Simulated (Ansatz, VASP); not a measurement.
**One calculation of Mn3Si, two programs**

```xyz
4
Lattice="0.0000 2.9534 2.9534 2.9534 0.0000 2.9534 2.9534 2.9534 0.0000" Properties=species:S:1:pos:R:3 pbc="T T T"
Mn    2.9534    2.9534    2.9534
Mn    1.4767    1.4767    1.4767
Mn    4.4300    4.4300    4.4300
Si    0.0000    0.0000    0.0000
```

Change from the starting cell: volume scaled by 1.1, no spin polarisation, PAW files.

Alike in both runs: task single point; functional LDA; k mesh 10 × 10 × 10; occupations fermi-dirac, width 0.05 eV; no spin polarisation.

|  | VASP | Ansatz |
| --- | --- | --- |
| version | VASP 6.6.1 | Ansatz 0.2.0 |
| potentials or method | VASP PAW LDA potentials, release 64 (Mn_pv, Si) | PAW with Ansatz's default frozen-core files, scalar-relativistic |
| plane-wave cutoff (eV) | 520 | 420 |
| valence electrons in the cell | 43 | 49 |

VASP gave:

```
pressure (GPa) : -41.7
```

Question: Which values does Ansatz return?

Answer: Pressure (GPa): -42.0.

LDA's correlation is that of Perdew and Zunger in VASP and of Perdew and Wang (1992) in Ansatz. Both programs put the cell under strong tension, so it lies far from rest at this level. VASP's potentials hold 43 valence electrons a cell and Ansatz's 49, so a difference there can come from the potentials and not from the codes.

Noted on VASP's run: the cell as given lies far from equilibrium.
